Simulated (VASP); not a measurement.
# Ga (Cmcm) in VASP: single point with PBE

Aim: the single point of Ga with PBE.

Program: VASP 6.6.1. These are calculated values, not measurements. Logs are shortened: lines on timing, memory, paths and dates and some standing lists are left out, and cuts for length are marked.

## Step 1: The cell of the first run

The structure is orthorhombic, space group Cmcm (No. 63). The conventional cell has a = 2.900 Å, b = 8.130 Å, c = 3.265 Å, α = 90.00°, β = 90.00°, γ = 90.00°. Within 3.6 Å of Ga (site symmetry m2m) lie 10 Ga at 2.71 to 3.27 Å.

## Step 2: Single point, PBE (zz strain of +3 %)

Input file INCAR:

```
ALGO = Normal
EDIFF = 1E-6
ENCUT = 520
GGA = PE
ISIF = 2
ISMEAR = -1
LASPH = True
LCHARG = False
LREAL = False
LWAVE = False
NBANDS = 20
NELM = 100
PREC = Accurate
SIGMA = 0.08
```

Input file KPOINTS:

```
k-points
0
Gamma
  12 12 10
```

Input file POSCAR:

```
Ga
1.0
    1.4500000000     -4.0650000000      0.0000000000
    1.4500000000      4.0650000000      0.0000000000
    0.0000000000      0.0000000000      3.2651000000
Ga
2
Direct
    0.8670000000      0.1330000000      0.2500000000
    0.1330000000      0.8670000000      0.7500000000
```

Potentials or basis: VASP PAW PBE potentials, release 64 (Ga_d).

The run is started by

```
cat potpaw_PBE.64/Ga_d/POTCAR > POTCAR
mpirun -np 1 vasp_std > vasp.out
```

OUTCAR:

```text
EDIFF = 1E-6
   ENCUT = 520
   GGA = PE
   ISIF = 2
   ISMEAR = -1
   LASPH = True
   LREAL = False
   NELM = 100
   PREC = Accurate

 ion  position               nearest neighbor table
   1  0.867  0.133  0.250-   2 2.71   2 2.71   2 2.90   2 2.90   2 2.90   2 2.90
   2  0.133  0.867  0.750-   1 2.71   1 2.71   1 2.90   1 2.90   1 2.90   1 2.90

  LATTYP: Found a base centered orthorhombic cell.
 ALAT       =     2.9000000000
 B/A-ratio  =     2.8034482759
 C/A-ratio  =     1.1258965517

  Lattice vectors:

 A1 = (   1.4500000000,  -4.0650000000,   0.0000000000)
 A2 = (   1.4500000000,   4.0650000000,   0.0000000000)
 A3 = (   0.0000000000,   0.0000000000,   3.2651000000)

Analysis of symmetry for initial positions (statically):
=====================================================================
 Subroutine PRICEL returns:
 Original cell was already a primitive cell.

 Routine SETGRP: Setting up the symmetry group for a
 base centered orthorhombic supercell.

 Subroutine GETGRP returns: Found  8 space group operations
 (whereof  4 operations were pure point group operations)
 out of a pool of  8 trial point group operations.

The static configuration has the point symmetry C_2h.
 The point group associated with its full space group is D_2h.

Analysis of symmetry for dynamics (positions and initial velocities):
=====================================================================
 Subroutine PRICEL returns:
 Original cell was already a primitive cell.

 Routine SETGRP: Setting up the symmetry group for a
 base centered orthorhombic supercell.

 Subroutine GETGRP returns: Found  8 space group operations
 (whereof  4 operations were pure point group operations)
 out of a pool of  8 trial point group operations.

The dynamic configuration has the point symmetry C_2h.
 The point group associated with its full space group is D_2h.

 Subroutine INISYM returns: Found  8 space group operations
 (whereof  4 operations are pure point group operations),
 and found     1 'primitive' translations

----------------------------------------------------------------------------------------

                                     Primitive cell

  volume of cell :      38.4906

  direct lattice vectors                    reciprocal lattice vectors
     1.450000000 -4.065000000  0.000000000     0.344827586 -0.123001230  0.000000000
     1.450000000  4.065000000  0.000000000     0.344827586  0.123001230  0.000000000
     0.000000000  0.000000000  3.265100000     0.000000000  0.000000000  0.306269333

  length of vectors
[... 74 lines left out ...]
   ISTART =      0    job   : 0-new  1-cont  2-samecut
   ICHARG =      2    charge: 1-file 2-atom 10-const
   ISPIN  =      1    spin polarized calculation?
   LNONCOLLINEAR =      F non collinear calculations
   LSORBIT =      F    spin-orbit coupling
   LASPH  =      T    aspherical Exc in radial PAW
   ENCUT  =  520.0 eV  38.22 Ry    6.18 a.u.   8.02  8.02  6.07*2*pi/ulx,y,z
   NELM   =    100;   NELMIN=  2; NELMDL= -5     # of ELM steps
   EDIFF  = 0.1E-05   stopping-criterion for ELM
   LREAL  =      F    real-space projection
   EDIFFG = 0.1E-04   stopping-criterion for IOM
   NSW    =      0    number of steps for IOM
   IBRION =     -1    ionic relax: 0-MD 1-quasi-New 2-CG
   NFREE  =      0    steps in history (QN), initial steepest desc. (CG)
   ISIF   =      2    stress and relaxation
   ISYM   =      2    0-nonsym 1-usesym 2-fastsym
   POTIM  = 0.5000    time-step for ionic-motion
   TEBEG  =    0.0;   TEEND  =   0.0 temperature during run
   PSTRESS=    0.0 pullay stress
   NELECT =      26.0000    total number of electrons
   NUPDOWN=      -1.0000    fix difference up-down
   EMIN   =  10.00;   EMAX   =-10.00  energy-range for DOS
   EFERMI =   0.00;   METHOD = LEGACY
   ISMEAR =    -1;   SIGMA  =   0.08  broadening in eV -4-tet -1-fermi 0-gaus
   EFERMI_NEDOS =   21; number of points for ismear=-14 and -15
   IALGO  =     38    algorithm
   IMIX   =      4    mixing-type and parameters
     AMIX     =   0.40;   BMIX     =  1.00
     AMIX_MAG =   1.60;   BMIX_MAG =  1.00
  volume/ion in A,a.u.               =      19.25       129.87
  Fermi-wavevector in a.u.,A,eV,Ry     =   1.436418  2.714437 28.072868  2.063298
  Thomas-Fermi vector in A             =   2.555609
   LORBIT       =      0    0 simple, 1 ext, 2 COOP (PROOUT), +10 PAW based schemes
   GGA     = PE    functional components
   LHFCALC =     F    Hartree Fock is set to
   AEXX    =    0.0000 exact exchange contribution
   IVDW    =     0    specifies the selected vdW correction
   LEPSILON=     F    determine dielectric tensor
   LRPA    =     F    only Hartree local field effects (RPA)
 non-spin polarized calculation
  energy-cutoff  :      520.00
  volume of cell :       38.49
 maximum number of plane-waves:      1054
   NGX = 17   NGY = 17   NGZ = 13

 number of electron      26.0000030 magnetization

 Free energy of the ion-electron system (eV)
  ---------------------------------------------------
  ext. energy  EPLUGINS =         0.00000000
  ---------------------------------------------------
  free energy    TOTEN  =        -5.77274478 eV

  energy without entropy =       -5.75368584  energy(sigma->0) =       -5.76321531

 E-fermi :   5.3773     XC(G=0): -10.8717

 val. band max:        5.3694374339   @ k =   0.3333   0.0833   0.3000
 cond. band min:       5.3784225453   @ k =   0.5000   0.2500   0.1000
 fundamental gap:      0.0089851114
 Fermi energy:         5.3772681191

 k-point     1 :       0.0000    0.0000    0.0000
  band No.  band energies     occupation
      1      -9.7748      2.00000
      2      -9.7705      2.00000
      3      -9.7011      2.00000
      4      -9.6877      2.00000
      5      -9.4968      2.00000
      6      -9.4906      2.00000
[... 541 lines left out ...]
     19      15.4541      0.00000
     20      18.0220      0.00000

 [... further k-points ...]
[... 5 lines left out ...]
  --------------------------------------------------------------------------------------
  -------------------------------------------------------------------------------------
  Total       -0.4490024      0.2434087      0.2073889      0.0000000      0.0000000      0.0000000
  in kB      -18.6897817     10.1319195      8.6325890      0.0000000      0.0000000      0.0000000
  external PRESSURE =       0.0249089 kB  Pullay stress =       0.0000000 kB

 VOLUME and BASIS-vectors are now :
 -----------------------------------------------------------------------------
  energy-cutoff  :      520.00
  volume of cell :       38.49
      direct lattice vectors                 reciprocal lattice vectors
     1.450000000 -4.065000000  0.000000000     0.344827586 -0.123001230  0.000000000
     1.450000000  4.065000000  0.000000000     0.344827586  0.123001230  0.000000000
     0.000000000  0.000000000  3.265100000     0.000000000  0.000000000  0.306269333

 POSITION                                       TOTAL-FORCE (eV/Angst)
 -----------------------------------------------------------------------------------
      1.45000     -2.98371      0.81627         0.000000      0.169115      0.000000
      1.45000      2.98371      2.44882         0.000000     -0.169115     -0.000000
 -----------------------------------------------------------------------------------
    total drift:                                0.000000      0.000000     -0.000000

  FREE ENERGIE OF THE ION-ELECTRON SYSTEM (eV)
  ---------------------------------------------------
  free  energy   TOTEN  =        -5.7727447820 eV

  energy  without entropy=       -5.7536858391  energy(sigma->0) =       -5.76321531
```

stdout:

```text
POSCAR found type information on POSCAR Ga
 POSCAR found :  1 types and       2 ions
 scaLAPACK will be used
 LDA part: xc-table for (Slater+PW92), standard interpolation
 POSCAR, INCAR and KPOINTS ok, starting setup
 FFT: planning ... GRIDC
 FFT: planning ... GRID_SOFT
 FFT: planning ... GRID
 WAVECAR not read
 entering main loop
```

It took 2.5 min on 1 thread of Intel Xeon 8259CL, shared host; peak memory 0.28 GiB.

What came out:

* Free energy: -5.7727 eV
* Pressure: 0.0 GPa
* Largest force: 0.169 eV/Å
* Band gap on the k mesh: zero (bands 13 and 14 overlap by 8.70 eV)

Forces in eV/Å, atoms in the order of the input:
```
Ga   0.000  0.169  0.000
Ga   0.000 -0.169  0.000
```

Caveat: the cell differs from its parent crystal (zz strain of +3 %).
